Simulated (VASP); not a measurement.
# Ga2HN2 in VASP: a series of runs, part 2 of 2

VASP 6.6.1. Earlier steps stand in the parts before.

**4. Single point, PBE, collinear spin**

INCAR reads:

```
ALGO     = Normal         # electronic algorithm
DIPOL    = 0.5 0.5 0.310
EDIFF    = 1E-6           # SCF threshold, eV
ENCUT    = 520            # plane-wave cutoff, eV
GGA      = PE             # functional
IDIPOL   = 3            
ISIF     = 2              # what is computed and relaxed
ISMEAR   = 0              # smearing method
ISPIN    = 2              # spin polarisation
LASPH    = True           # aspherical terms in the spheres
LCHARG   = True           # write CHGCAR
LDIPOL   = True         
LELF     = True           # ELF
LORBIT   = 11             # projections on sites
LREAL    = False          # projectors in reciprocal space
LVACPOTAV= True         
LVHAR    = True         
LWAVE    = False          # write WAVECAR
MAGMOM   = 0 0 0 0 1      # initial moments
NBANDS   = 30             # bands
NELM     = 150            # most SCF steps
PREC     = Accurate       # precision mode
SIGMA    = 0.05           # smearing width, eV
```

KPOINTS reads:

```
k-points
0
Gamma
  9 9 1
```

POSCAR reads:

```
Ga2HN2
1.0
    3.2165072889      0.0000000000      0.0000000000
   -1.6082536444      2.7855770236      0.0000000000
    0.0000000000      0.0000000000     19.1000974262
N Ga H
2 2 1
Direct
    0.0000000000      0.0000000000      0.2094230155
    0.3333333333      0.6666666667      0.3979088303
    0.3333333333      0.6666666667      0.2437980654
    0.6666666667      0.3333333333      0.3952208477
    1.0000000000      1.0000000000      0.3053824626
```

Potentials or basis: VASP PAW PBE potentials, release 64 (N, Ga_d, H).

Run with:

```sh
> cat potpaw_PBE.64/N/POTCAR potpaw_PBE.64/Ga_d/POTCAR potpaw_PBE.64/H/POTCAR > POTCAR
> mpirun -np 1 vasp_std > vasp.out
```

OUTCAR:

```text
EDIFF = 1E-6
   ENCUT = 520
   GGA = PE
   ISIF = 2
   ISMEAR = 0
   ISPIN = 2
   LASPH = True
   LORBIT = 11
   LREAL = False
   NELM = 150
   PREC = Accurate

 ion  position               nearest neighbor table
   1  0.000  0.000  0.209-   3 1.97   3 1.97   3 1.97
   2  0.333  0.667  0.398-   4 1.86   4 1.86   4 1.86
   3  0.333  0.667  0.244-   1 1.97   1 1.97   1 1.97
   4  0.667  0.333  0.395-   2 1.86   2 1.86   2 1.86
   5  0.000  0.000  0.305-

  LATTYP: Found a hexagonal cell.
 ALAT       =     3.2165072889
 C/A-ratio  =     5.9381483425

  Lattice vectors:

 A1 = (   3.2165072889,   0.0000000000,   0.0000000000)
 A2 = (  -1.6082536444,   2.7855770236,   0.0000000000)
 A3 = (   0.0000000000,   0.0000000000,  19.1000974262)
[... 990 lines left out ...]

  FORCE on cell =-STRESS in cart. coord.  units (eV):
  Direction    XX          YY          ZZ          XY          YZ          ZX
  --------------------------------------------------------------------------------------
  -------------------------------------------------------------------------------------
  Total        0.4114165      0.4114165      1.0873816      0.0000000      0.0000000     -0.0000000
  in kB        3.8517403      3.8517403     10.1802220      0.0000000      0.0000000     -0.0000000
  external PRESSURE =       5.9612342 kB  Pullay stress =       0.0000000 kB

 VOLUME and BASIS-vectors are now :
 -----------------------------------------------------------------------------
  energy-cutoff  :      520.00
  volume of cell :      171.13
      direct lattice vectors                 reciprocal lattice vectors
     3.216507289  0.000000000  0.000000000     0.310896233  0.179496024  0.000000000
    -1.608253644  2.785577024  0.000000000     0.000000000  0.358992048  0.000000000
     0.000000000  0.000000000 19.100097426     0.000000000  0.000000000  0.052355754

 POSITION                                       TOTAL-FORCE (eV/Angst)
 -----------------------------------------------------------------------------------
      0.00000      0.00000      4.00000         0.000000     -0.000000      1.146915
     -0.00000      1.85705      7.60010         0.000000      0.000000      0.402750
     -0.00000      1.85705      4.65657        -0.000000      0.000000     -1.782052
      1.60825      0.92853      7.54876        -0.000000      0.000000      0.241317
      0.00000      0.00000      5.83283        -0.000000      0.000000     -0.008931
 -----------------------------------------------------------------------------------
    total drift:                               -0.000004      0.000003      0.000054

  FREE ENERGIE OF THE ION-ELECTRON SYSTEM (eV)
  ---------------------------------------------------
  free  energy   TOTEN  =       -23.4613601606 eV

  energy  without entropy=      -23.4608186246  energy(sigma->0) =      -23.46108939

 vacuum level on the upper side and lower side of the slab         2.266         4.067

 total charge

# of ion       s       p       d       tot
------------------------------------------
    1        1.286   2.328   0.000   3.614
    2        1.240   2.489   0.000   3.730
    3        0.806   0.736  10.110  11.652
    4        0.829   0.891  10.163  11.883
    5        0.454   0.012   0.000   0.467
--------------------------------------------------
tot          4.616   6.457  20.273  31.345

 magnetization (x)

# of ion       s       p       d       tot
------------------------------------------
    1        0.012   0.401   0.000   0.413
    2        0.013   0.078   0.000   0.091
    3       -0.018  -0.025   0.010  -0.033
    4       -0.001   0.009   0.010   0.018
    5        0.117   0.002   0.000   0.119
--------------------------------------------------
tot          0.123   0.465   0.020   0.608
```

OSZICAR:

```text
N       E                     dE             d eps       ncg     rms          rms(c)
DAV:   1     0.327336114398E+03    0.32734E+03   -0.17272E+04  1540   0.141E+03
DAV:   2     0.268620093181E+02   -0.30047E+03   -0.28437E+03  1718   0.407E+02
DAV:   3    -0.241105388656E+02   -0.50973E+02   -0.49902E+02  1736   0.133E+02
[... 18 lines left out ...]
DAV:  22    -0.234613111787E+02   -0.48132E-04   -0.20264E-06  1304   0.604E-03    0.140E-03
DAV:  23    -0.234613373625E+02   -0.26184E-04   -0.10770E-06  1320   0.387E-03    0.560E-04
DAV:  24    -0.234613505663E+02   -0.13204E-04   -0.42461E-07  1224   0.263E-03    0.362E-04
DAV:  25    -0.234613576042E+02   -0.70380E-05   -0.27283E-07  1200   0.143E-03    0.177E-04
DAV:  26    -0.234613595909E+02   -0.19866E-05   -0.10793E-07  1212   0.871E-04    0.111E-04
DAV:  27    -0.234613601606E+02   -0.56971E-06   -0.20066E-08  1202   0.513E-04
   1 F= -.23461360E+02 E0= -.23461089E+02  d E =-.541536E-03  mag=     0.9753
```

Run time: 1.9 min. Hardware: 1 thread of AMD EPYC 9R45 (Zen 5), shared host; peak memory 0.34 GiB.

What came out:

| Property | Result |
| --- | --- |
| Free energy | -23.4614 eV |
| Largest force | 1.782 eV/Å |
| Band gap on the k mesh | zero (filled and empty bands overlap) |
| Net moment | 0.98 μB per cell |
| Site moments | N +0.41, +0.09; Ga -0.03, +0.02; H +0.12 μB |
| Valence electrons inside the program's atomic spheres | N 3.61, 3.73; Ga 11.65, 11.88; H 0.47 |

Forces on the atoms (eV/Å):
```
N    0.000  0.000  1.147
N    0.000  0.000  0.403
Ga   0.000  0.000 -1.782
Ga   0.000  0.000  0.241
H    0.000  0.000 -0.009
```

Levels at points of the mesh, in eV from the Fermi level:
Spin up:
```csv
k point,band 16,band 17,band 18,band 19,band 20,band 21,band 22,band 23
"(0.00, 0.00, 0.00)",-2.31,-1.62,-1.62,-1.06,1.16,2.51,3.47,4.70
```
Spin down:
```
           k point  band 15  band 16  band 17  band 18  band 19  band 20  band 21  band 22
(0.00, 0.00, 0.00)    -2.19    -2.19    -1.29    -1.29    -0.13     1.61     2.93     3.68
```

**5. Overview**

```csv
cell,gap on the mesh (eV),moment (μB),largest force (eV/Å)
"as given, atomic positions A",none,0.27,2.90
"as given, atomic positions B",none,0.96,2.75
"as given, atomic positions C",none,0.98,1.78
```

Alike in all rows: task single point; level PBE; potentials or basis VASP PAW PBE potentials, release 64 (N, Ga_d, H); spin collinear; k mesh 9 × 9 × 1; cutoff (eV) 520; smearing gaussian 0.05 eV.

Total energies depend on the potentials used, so only differences within one code and one set of settings carry meaning.
